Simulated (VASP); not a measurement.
# CoO (Fm-3m) in VASP: single point with PBE

Aim: the single point of CoO with PBE.

All numbers are computed with VASP 6.6.1; they aren't measurements. Logs are shortened: lines on timing, memory, paths and dates and some standing lists are left out, and cuts for length are marked.

### Step 1. The cell of the first run

It takes space group Fm-3m (No. 225, cubic). Conventional cell: a = 4.263 Å, b = 4.263 Å, c = 4.263 Å, α = 90.00°, β = 90.00°, γ = 90.00°. Co (site symmetry m-3m) has 6 O at 2.13 Å within 2.8 Å. O (site symmetry m-3m) has 6 Co at 2.13 Å within 2.8 Å.

### Step 2. Single point, PBE, collinear spin, ferromagnetic start

File INCAR:

```
SYSTEM = CoO
  ALGO = Normal
  EDIFF = 1E-7
  ENCUT = 520
  GGA = PE
  ISIF = 2
  ISMEAR = 0
  ISPIN = 2
  LASPH = .True.
  LCHARG = .True.
  LELF = .True.
  LMAXMIX = 4
  LORBIT = 11
  LREAL = .False.
  LVHAR = .True.
  LWAVE = .False.
  MAGMOM = 2.73 0.34
  NBANDS = 18
  NELM = 150
  PREC = Accurate
  SIGMA = 0.15
```

File KPOINTS:

```
k-points
0
Gamma
  20 20 20
  0 0 0
```

File POSCAR:

```
CoO
1.0
    0.0000000000      2.1315000000      2.1315000000
    2.1315000000      0.0000000000      2.1315000000
    2.1315000000      2.1315000000      0.0000000000
Co O
1 1
Direct
    0.0000000000      0.0000000000      0.0000000000
    0.5000000000      0.5000000000      0.5000000000
```

Potentials or basis: VASP PAW PBE potentials, release 64 (Co, O).

Run with:

```sh
cat potpaw_PBE.64/Co/POTCAR potpaw_PBE.64/O/POTCAR > POTCAR
mpirun -np 1 vasp_std > vasp.out
```

OUTCAR:

```text
SYSTEM = CoO
   EDIFF = 1E-7
   ENCUT = 520
   GGA = PE
   ISIF = 2
   ISMEAR = 0
   ISPIN = 2
   LASPH = .True.
   LORBIT = 11
   LREAL = .False.
   NELM = 150
   PREC = Accurate

 ion  position               nearest neighbor table
   1  0.000  0.000  0.000-   2 2.13   2 2.13   2 2.13   2 2.13   2 2.13   2 2.13
   2  0.500  0.500  0.500-   1 2.13   1 2.13   1 2.13   1 2.13   1 2.13   1 2.13

  LATTYP: Found a face centered cubic cell.
 ALAT       =     4.2630000000

  Lattice vectors:

 A1 = (   0.0000000000,   2.1315000000,   2.1315000000)
 A2 = (   2.1315000000,   0.0000000000,   2.1315000000)
 A3 = (   2.1315000000,   2.1315000000,   0.0000000000)

Analysis of symmetry for initial positions (statically):
=====================================================================
 Subroutine PRICEL returns:
 Original cell was already a primitive cell.

 Routine SETGRP: Setting up the symmetry group for a
 face centered cubic supercell.

 Subroutine GETGRP returns: Found 48 space group operations
[... 9 lines left out ...]

 Routine SETGRP: Setting up the symmetry group for a
 face centered cubic supercell.

 Subroutine GETGRP returns: Found 48 space group operations
 (whereof 48 operations were pure point group operations)
 out of a pool of 48 trial point group operations.

The dynamic configuration has the point symmetry O_h .

Analysis of structural, dynamic, and magnetic symmetry:
=====================================================================
 Subroutine PRICEL returns:
 Original cell was already a primitive cell.

 Routine SETGRP: Setting up the symmetry group for a
 face centered cubic supercell.

 Subroutine GETGRP returns: Found 48 space group operations
 (whereof 48 operations were pure point group operations)
 out of a pool of 48 trial point group operations.

The overall configuration has the point symmetry O_h .

 Subroutine INISYM returns: Found 48 space group operations
[... 5 lines left out ...]
                                     Primitive cell

  volume of cell :      19.3681

  direct lattice vectors                    reciprocal lattice vectors
     0.000000000  2.131500000  2.131500000    -0.234576589  0.234576589  0.234576589
     2.131500000  0.000000000  2.131500000     0.234576589 -0.234576589  0.234576589
     2.131500000  2.131500000  0.000000000     0.234576589  0.234576589 -0.234576589

  length of vectors
     3.014396208  3.014396208  3.014396208     0.406298571  0.406298571  0.406298571

  position of ions in fractional coordinates (direct lattice)
     0.000000000  0.000000000  0.000000000
     0.500000000  0.500000000  0.500000000
[... 91 lines left out ...]
   EFERMI =   0.00;   METHOD = LEGACY
   ISMEAR =     0;   SIGMA  =   0.15  broadening in eV -4-tet -1-fermi 0-gaus
   EFERMI_NEDOS =   21; number of points for ismear=-14 and -15
   IALGO  =     38    algorithm
   IMIX   =      4    mixing-type and parameters
     AMIX     =   0.40;   BMIX     =  1.00
     AMIX_MAG =   1.60;   BMIX_MAG =  1.00
  volume/ion in A,a.u.               =       9.68        65.35
  Fermi-wavevector in a.u.,A,eV,Ry     =   1.503407  2.841027 30.752334  2.260233
  Thomas-Fermi vector in A             =   2.614521
   LORBIT       =     11    0 simple, 1 ext, 2 COOP (PROOUT), +10 PAW based schemes
   GGA     = PE    functional components
   LHFCALC =     F    Hartree Fock is set to
   AEXX    =    0.0000 exact exchange contribution
   IVDW    =     0    specifies the selected vdW correction
   LEPSILON=     F    determine dielectric tensor
   LRPA    =     F    only Hartree local field effects (RPA)
 spin polarized calculation
 Gauss-broadening in eV      SIGMA  =   0.15
  energy-cutoff  :      520.00
  volume of cell :       19.37
 maximum number of plane-waves:       544
   NGX = 11   NGY = 11   NGZ = 11

 number of electron      15.0000007 magnetization       2.8898541

 Free energy of the ion-electron system (eV)
  ---------------------------------------------------
  ext. energy  EPLUGINS =         0.00000000
  ---------------------------------------------------
  free energy    TOTEN  =       -13.06861100 eV

  energy without entropy =      -13.01911447  energy(sigma->0) =      -13.04386274

 E-fermi :   7.8662     XC(G=0): -12.3952

 val. band max:        7.8651965518   @ k =  -0.4000   0.4000   0.1000
 cond. band min:       7.8717724104   @ k =  -0.3500   0.5000   0.1500
 fundamental gap:      0.0065758586
 Fermi energy:         7.8661664579

 spin component 1

 k-point     1 :       0.0000    0.0000    0.0000
  band No.  band energies     occupation
      1     -12.2929      1.00000
      2       4.6233      1.00000
      3       4.6233      1.00000
      4       4.7709      1.00000
      5       4.7709      1.00000
      6       4.7709      1.00000
[... 493 lines left out ...]
     17      34.4752      0.00000
     18      36.5958      0.00000

 [... further k-points ...]

 spin component 2

 k-point     1 :       0.0000    0.0000    0.0000
  band No.  band energies     occupation
      1     -11.8002      1.00000
      2       5.3194      1.00000
      3       5.3194      1.00000
      4       5.3194      1.00000
      5       6.7795      1.00000
      6       6.7796      1.00000
[... 493 lines left out ...]
     17      34.8567      0.00000
     18      37.1077      0.00000

 [... further k-points ...]
[... 5 lines left out ...]
  --------------------------------------------------------------------------------------
  -------------------------------------------------------------------------------------
  Total       -0.2841760     -0.2841760     -0.2841760      0.0000000      0.0000000     -0.0000000
  in kB      -23.5078009    -23.5078009    -23.5078009      0.0000000      0.0000000     -0.0000000
  external PRESSURE =     -23.5078009 kB  Pullay stress =       0.0000000 kB

 VOLUME and BASIS-vectors are now :
 -----------------------------------------------------------------------------
  energy-cutoff  :      520.00
  volume of cell :       19.37
      direct lattice vectors                 reciprocal lattice vectors
     0.000000000  2.131500000  2.131500000    -0.234576589  0.234576589  0.234576589
     2.131500000  0.000000000  2.131500000     0.234576589 -0.234576589  0.234576589
     2.131500000  2.131500000  0.000000000     0.234576589  0.234576589 -0.234576589

 POSITION                                       TOTAL-FORCE (eV/Angst)
 -----------------------------------------------------------------------------------
      0.00000      0.00000      0.00000         0.000000     -0.000000     -0.000000
      2.13150      2.13150      2.13150        -0.000000      0.000000      0.000000
 -----------------------------------------------------------------------------------
    total drift:                                0.000000     -0.000000     -0.000000

  FREE ENERGIE OF THE ION-ELECTRON SYSTEM (eV)
  ---------------------------------------------------
  free  energy   TOTEN  =       -13.0686110021 eV

  energy  without entropy=      -13.0191144683  energy(sigma->0) =      -13.04386274

 total charge

# of ion       s       p       d       tot
------------------------------------------
    1        0.293   0.354   7.143   7.790
    2        1.556   3.422   0.000   4.978
--------------------------------------------------
tot          1.849   3.776   7.143  12.768

 magnetization (x)

# of ion       s       p       d       tot
------------------------------------------
    1        0.020   0.018   2.509   2.547
    2        0.028   0.264   0.000   0.292
--------------------------------------------------
tot          0.049   0.281   2.509   2.839
```

Run time: 67 s. Hardware: 1 thread of Intel Xeon 6975P-C (Granite Rapids), shared host; peak memory 0.25 GiB.

What came out:

| Item | Value |
| --- | --- |
| Free energy | -13.0686 eV |
| Pressure | -2.4 GPa |
| Net moment | 2.89 μB per cell |
| Site moments | Co +2.55; O +0.29 μB |
| Valence electrons inside the program's atomic spheres | Co 7.79; O 4.98 |

Caveat: a cell with one magnetic atom can't hold antiferromagnetic order, which such compounds often take; semilocal functionals often make such compounds metallic where correlation or magnetic order opens a gap, which also shifts bond lengths. With open d or f shells a metallic result of PBE can be an artefact of self-interaction; +U or a hybrid may open a gap.
